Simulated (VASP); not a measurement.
# Ru in VASP: single point with r2SCAN

Aim: the single point of Ru with r2SCAN.

All numbers are computed with VASP 6.6.1; they aren't measurements. Logs are shortened: lines on timing, memory, paths and dates and some standing lists are left out, and cuts for length are marked.

### Step 1. The cell of the first run

The cell holds a slab with vacuum, 3 atoms: a = 2.703 Å, b = 2.703 Å, c = 11.107 Å, α = 90.00°, β = 90.00°, γ = 120.00°.

### Step 2. Single point, r2SCAN

Input file POSCAR:

```
Ru
1.0
    2.7028907931      0.0000000000      0.0000000000
   -1.3514453966      2.3407720905      0.0000000000
    0.0000000000      0.0000000000     11.1075000000
Ru
3
Direct
    0.0000000000      0.0000000000      0.3151033582
    0.3333333333      0.6666666667      0.5000000487
    0.0000000000      0.0000000000      0.6848966418
```

Input file INCAR.step1:

```
SYSTEM = Ru
PREC     = Accurate       ! precision mode
ENCUT    = 580            ! plane-wave cutoff, eV
ISMEAR   = -1             ! smearing method
SIGMA    = 0.05           ! smearing width, eV
LREAL    = .False.        ! projectors in reciprocal space
LASPH    = .True.         ! aspherical terms in the spheres
NELM     = 120            ! most SCF steps
LDIPOL   = .True.       
IDIPOL   = 3            
DIPOL    = 0.5 0.5 0.500
NBANDS   = 31             ! bands
GGA      = PE             ! functional
ALGO     = Normal         ! electronic algorithm
EDIFF    = 1E-5           ! SCF threshold, eV
LWAVE    = .True.         ! write WAVECAR
LCHARG   = .False.        ! write CHGCAR
GGA_COMPAT= .False.      
NELMDL   = -8
```

Input file INCAR.step2:

```
SYSTEM = Ru
PREC     = Accurate       ! precision mode
ENCUT    = 580            ! plane-wave cutoff, eV
EDIFF    = 1E-6           ! SCF threshold, eV
ISMEAR   = -1             ! smearing method
SIGMA    = 0.05           ! smearing width, eV
LREAL    = .False.        ! projectors in reciprocal space
LASPH    = .True.         ! aspherical terms in the spheres
NELM     = 120            ! most SCF steps
ALGO     = Normal         ! electronic algorithm
ISIF     = 2              ! what is computed and relaxed
LWAVE    = .False.        ! write WAVECAR
LCHARG   = .False.        ! write CHGCAR
LDIPOL   = .True.       
IDIPOL   = 3            
DIPOL    = 0.5 0.5 0.500
METAGGA  = R2SCAN         ! meta-GGA
LMIXTAU  = .True.       
NBANDS   = 31             ! bands
ISTART   = 1            
GGA_COMPAT= .False.
```

Input file KPOINTS:

```
regular mesh
0
Gamma
  15 15 1
  0 0 0
```

Potentials or basis: VASP PAW PBE potentials, release 64 (Ru_sv).

Started as:

```
cat potpaw_PBE.64/Ru_sv/POTCAR > POTCAR
cp INCAR.step1 INCAR
mpirun -np 1 vasp_std > vasp.out
cp INCAR.step2 INCAR
mpirun -np 1 vasp_std > vasp.out
```

OUTCAR:

```text
SYSTEM = Ru
   PREC = Accurate
   ENCUT = 580
   EDIFF = 1E-6
   ISMEAR = -1
   LREAL = .False.
   LASPH = .True.
   NELM = 120
   ISIF = 2
   METAGGA = R2SCAN
   ISTART = 1

 ion  position               nearest neighbor table
   1  0.000  0.000  0.315-   2 2.58   2 2.58   2 2.58
   2  0.333  0.667  0.500-   3 2.58   3 2.58   3 2.58   1 2.58   1 2.58   1 2.58
   3  0.000  0.000  0.685-   2 2.58   2 2.58   2 2.58

  LATTYP: Found a hexagonal cell.
 ALAT       =     2.7028907931
 C/A-ratio  =     4.1094890065

  Lattice vectors:

 A1 = (   2.7028907931,   0.0000000000,   0.0000000000)
 A2 = (  -1.3514453966,   2.3407720905,   0.0000000000)
 A3 = (   0.0000000000,   0.0000000000,  11.1075000000)

Analysis of symmetry for initial positions (statically):
=====================================================================
 Subroutine PRICEL returns:
 Original cell was already a primitive cell.

 Routine SETGRP: Setting up the symmetry group for a
 hexagonal supercell.

 Subroutine GETGRP returns: Found 12 space group operations
 (whereof 12 operations were pure point group operations)
 out of a pool of 24 trial point group operations.

The static configuration has the point symmetry D_3h.

Analysis of symmetry for dynamics (positions and initial velocities):
=====================================================================
 Subroutine PRICEL returns:
 Original cell was already a primitive cell.

 Routine SETGRP: Setting up the symmetry group for a
 hexagonal supercell.

 Subroutine GETGRP returns: Found 12 space group operations
 (whereof 12 operations were pure point group operations)
 out of a pool of 24 trial point group operations.

The dynamic configuration has the point symmetry D_3h.

 Subroutine INISYM returns: Found 12 space group operations
 (whereof 12 operations are pure point group operations),
 and found     1 'primitive' translations

----------------------------------------------------------------------------------------

                                     Primitive cell

  volume of cell :      70.2755

  direct lattice vectors                    reciprocal lattice vectors
     2.702890793  0.000000000  0.000000000     0.369974252  0.213604734  0.000000000
    -1.351445397  2.340772090  0.000000000     0.000000000  0.427209468  0.000000000
     0.000000000  0.000000000 11.107500000     0.000000000  0.000000000  0.090029260

  length of vectors
     2.702890793  2.702890793 11.107500000     0.427209468  0.427209468  0.090029260

  position of ions in fractional coordinates (direct lattice)
     0.000000000  0.000000000  0.315103358
     0.333333333  0.666666667  0.500000049
     0.000000000  0.000000000  0.684896642

  ion indices of the primitive-cell ions
   primitive index   ion index
                 1           1
                 2           2
                 3           3

----------------------------------------------------------------------------------------

 KPOINTS: regular mesh

Automatic generation of k-mesh.
 Grid dimensions read from file:
 generate k-points for:   15   15    1

 Generating k-lattice:

  Cartesian coordinates                     Fractional coordinates (reciprocal lattice)
     0.024664950  0.014240316  0.000000000     0.066666667  0.000000000  0.000000000
     0.000000000  0.028480631  0.000000000     0.000000000  0.066666667  0.000000000
     0.000000000  0.000000000  0.090029260     0.000000000  0.000000000  1.000000000

  Length of vectors
     0.028480631  0.028480631  0.090029260

  Shift w.r.t. Gamma in fractional coordinates (k-lattice)
     0.000000000  0.000000000  0.000000000

 Subroutine IBZKPT returns following result:
 ===========================================

 Found     27 irreducible k-points:

 Following reciprocal coordinates:
            Coordinates               Weight
  0.000000  0.000000  0.000000      1.000000
  0.066667  0.000000  0.000000      6.000000
  0.133333  0.000000  0.000000      6.000000
  0.200000 -0.000000  0.000000      6.000000
  0.266667  0.000000  0.000000      6.000000
  0.333333 -0.000000  0.000000      6.000000
[... 16 lines left out ...]
  0.333333  0.200000  0.000000     12.000000
  0.400000  0.200000  0.000000      6.000000
 [... further k-points ...]
   k-points           NKPTS =     27   k-points in BZ     NKDIM =     27   number of bands    NBANDS=     31
   number of dos      NEDOS =    301   number of ions     NIONS =      3
   total plane-waves  NPLWV =  51840
   dimension x,y,z NGX =    24 NGY =   24 NGZ =   90
   dimension x,y,z NGXF=    48 NGYF=   48 NGZF=  180
   ions per type =               3
   NGX,Y,Z   is equivalent  to a cutoff of  14.76, 14.76, 13.47 a.u.
   NGXF,Y,Z  is equivalent  to a cutoff of  29.52, 29.52, 26.94 a.u.
 SYSTEM =  Ru
   PREC   = accura    normal or accurate (medium, high low for compatibility)
   ISTART =      1    job   : 0-new  1-cont  2-samecut
   ICHARG =      0    charge: 1-file 2-atom 10-const
   ISPIN  =      1    spin polarized calculation?
   LNONCOLLINEAR =      F non collinear calculations
   LSORBIT =      F    spin-orbit coupling
   LASPH  =      T    aspherical Exc in radial PAW
   ENCUT  =  580.0 eV  42.63 Ry    6.53 a.u.   5.31  5.31 21.81*2*pi/ulx,y,z
   NELM   =    120;   NELMIN=  2; NELMDL=  0     # of ELM steps
   EDIFF  = 0.1E-05   stopping-criterion for ELM
   LREAL  =      F    real-space projection
[... 7 lines left out ...]
   TEBEG  =    0.0;   TEEND  =   0.0 temperature during run
   PSTRESS=    0.0 pullay stress
   NELECT =      48.0000    total number of electrons
   NUPDOWN=      -1.0000    fix difference up-down
   EMIN   =  10.00;   EMAX   =-10.00  energy-range for DOS
   EFERMI =   0.00;   METHOD = LEGACY
   ISMEAR =    -1;   SIGMA  =   0.05  broadening in eV -4-tet -1-fermi 0-gaus
   EFERMI_NEDOS =   21; number of points for ismear=-14 and -15
   IALGO  =     38    algorithm
   IMIX   =      4    mixing-type and parameters
     AMIX     =   0.40;   BMIX     =  1.00
     AMIX_MAG =   1.60;   BMIX_MAG =  1.00
  volume/ion in A,a.u.               =      23.43       158.08
  Fermi-wavevector in a.u.,A,eV,Ry     =   1.441741  2.724496 28.281304  2.078617
  Thomas-Fermi vector in A             =   2.560339
   LORBIT       =      0    0 simple, 1 ext, 2 COOP (PROOUT), +10 PAW based schemes
   METAGGA = R2SCAN    functional components
   LHFCALC =     F    Hartree Fock is set to
   AEXX    =    0.0000 exact exchange contribution
   IVDW    =     0    specifies the selected vdW correction
   LEPSILON=     F    determine dielectric tensor
   LRPA    =     F    only Hartree local field effects (RPA)
 non-spin polarized calculation
  energy-cutoff  :      580.00
  volume of cell :       70.28
 maximum number of plane-waves:      2247
 NGX is ok and might be reduce to    24
   NGX = 11   NGY = 11   NGZ = 43

 number of electron      47.9999992 magnetization

 dipolmoment           0.000000      0.000000     -0.000007 electrons x Angstroem

 Free energy of the ion-electron system (eV)
  ---------------------------------------------------
  ext. energy  EPLUGINS =         0.00000000
  ---------------------------------------------------
  free energy    TOTEN  =       -74.30445026 eV

  energy without entropy =      -74.28997003  energy(sigma->0) =      -74.29721014

 E-fermi :   6.8178     XC(G=0): -10.4475

 val. band max:        6.8117794795   @ k =   0.1333   0.0667   0.0000
 cond. band min:       6.8706358917   @ k =   0.4000   0.0000   0.0000
 fundamental gap:      0.0588564122
 Fermi energy:         6.8178207934

 k-point     1 :       0.0000    0.0000    0.0000
  band No.  band energies     occupation
      1     -68.9222      2.00000
      2     -68.2076      2.00000
      3     -68.1898      2.00000
      4     -38.4548      2.00000
      5     -37.6738      2.00000
      6     -37.6738      2.00000
[... 23 lines left out ...]
     30       8.0053      0.00000
     31       8.2035      0.00000

 k-point     2 :       0.0667    0.0000    0.0000
  band No.  band energies     occupation
      1     -68.9165      2.00000
      2     -68.2026      2.00000
      3     -68.1854      2.00000
      4     -38.4438      2.00000
      5     -37.7302      2.00000
      6     -37.6830      2.00000
[... 23 lines left out ...]
     30       8.0468      0.00000
     31       9.3634      0.00000

 k-point     3 :       0.1333    0.0000    0.0000
  band No.  band energies     occupation
      1     -68.9003      2.00000
      2     -68.1882      2.00000
      3     -68.1730      2.00000
      4     -38.4128      2.00000
      5     -37.8583      2.00000
      6     -37.7089      2.00000
[... 23 lines left out ...]
     30       8.3902      0.00000
     31      10.6893      0.00000

 k-point     4 :       0.2000   -0.0000    0.0000
  band No.  band energies     occupation
      1     -68.8765      2.00000
      2     -68.1670      2.00000
      3     -68.1546      2.00000
      4     -38.3685      2.00000
      5     -38.0226      2.00000
      6     -37.7467      2.00000
[... 23 lines left out ...]
     30       9.1457      0.00000
     31      12.0076      0.00000

 k-point     5 :       0.2667    0.0000    0.0000
  band No.  band energies     occupation
      1     -68.8490      2.00000
      2     -68.1425      2.00000
      3     -68.1334      2.00000
      4     -38.3217      2.00000
      5     -38.1988      2.00000
      6     -37.7899      2.00000
[... 23 lines left out ...]
     30       9.9753      0.00000
     31      13.2721      0.00000
[... 542 lines left out ...]
     30      11.3584      0.00000
     31      14.9265      0.00000

 k-point    22 :       0.2667    0.2000    0.0000
  band No.  band energies     occupation
      1     -68.7966      2.00000
      2     -68.0959      2.00000
      3     -68.0931      2.00000
      4     -38.3976      2.00000
      5     -38.2421      2.00000
      6     -38.0204      2.00000
[... 23 lines left out ...]
     30      12.5300      0.00000
     31      16.0456      0.00000

 k-point    23 :       0.3333    0.2000    0.0000
  band No.  band energies     occupation
      1     -68.7833      2.00000
      2     -68.0841      2.00000
      3     -68.0829      2.00000
      4     -38.4461      2.00000
      5     -38.2270      2.00000
      6     -38.0737      2.00000
[... 23 lines left out ...]
     30      13.7142      0.00000
     31      15.8399      0.00000

 k-point    24 :       0.4000    0.2000    0.0000
  band No.  band energies     occupation
      1     -68.7785      2.00000
      2     -68.0799      2.00000
      3     -68.0793      2.00000
      4     -38.4628      2.00000
      5     -38.2223      2.00000
      6     -38.0925      2.00000
[... 23 lines left out ...]
     30      13.8690      0.00000
     31      15.3995      0.00000

 [... further k-points ...]

------------------------ aborting loop because EDIFF is reached ----------------------------------------

 vacuum level on the upper side and lower side of the slab       (xc-potential included)        -1.775        -1.775

  FORCE on cell =-STRESS in cart. coord.  units (eV):
  Direction    XX          YY          ZZ          XY          YZ          ZX
  --------------------------------------------------------------------------------------
  -------------------------------------------------------------------------------------
  Total       -2.8264708     -2.8264708     -0.1453975      0.0000000     -0.0000000      0.0000000
  in kB      -64.4393468    -64.4393468     -3.3148482      0.0000000     -0.0000000      0.0000000
  external PRESSURE =     -44.0645140 kB  Pullay stress =       0.0000000 kB

 VOLUME and BASIS-vectors are now :
 -----------------------------------------------------------------------------
  energy-cutoff  :      580.00
  volume of cell :       70.28
      direct lattice vectors                 reciprocal lattice vectors
     2.702890793  0.000000000  0.000000000     0.369974252  0.213604734  0.000000000
    -1.351445397  2.340772090  0.000000000     0.000000000  0.427209468  0.000000000
     0.000000000  0.000000000 11.107500000     0.000000000  0.000000000  0.090029260

 POSITION                                       TOTAL-FORCE (eV/Angst)
 -----------------------------------------------------------------------------------
      0.00000      0.00000      3.50001         0.000000      0.000000     -0.020153
     -0.00000      1.56051      5.55375        -0.000000     -0.000000      0.000000
      0.00000      0.00000      7.60749         0.000000      0.000000      0.020153
 -----------------------------------------------------------------------------------
    total drift:                                0.000000     -0.000000     -0.002898

  FREE ENERGIE OF THE ION-ELECTRON SYSTEM (eV)
  ---------------------------------------------------
  free  energy   TOTEN  =       -74.3044502567 eV

  energy  without entropy=      -74.2899700293  energy(sigma->0) =      -74.29721014

 vacuum level on the upper side and lower side of the slab        10.044        10.044
```

Wall time 5.2 min (1 thread of Intel Xeon 6975P-C (Granite Rapids), shared host); peak memory 0.23 GiB.

Results:

| Item | Value |
| --- | --- |
| Free energy | -74.3045 eV |
| Largest force | 0.020 eV/Å |
| Band gap on the k mesh | zero (bands 24 and 25 overlap by 2.22 eV) |

Forces in eV/Å, atoms in the order of the input:
```
Ru   0.000  0.000 -0.020
Ru   0.000  0.000  0.000
Ru   0.000  0.000  0.020
```

Caveat: the PAW data sets were made with another functional, which shifts forces and pressure a little.
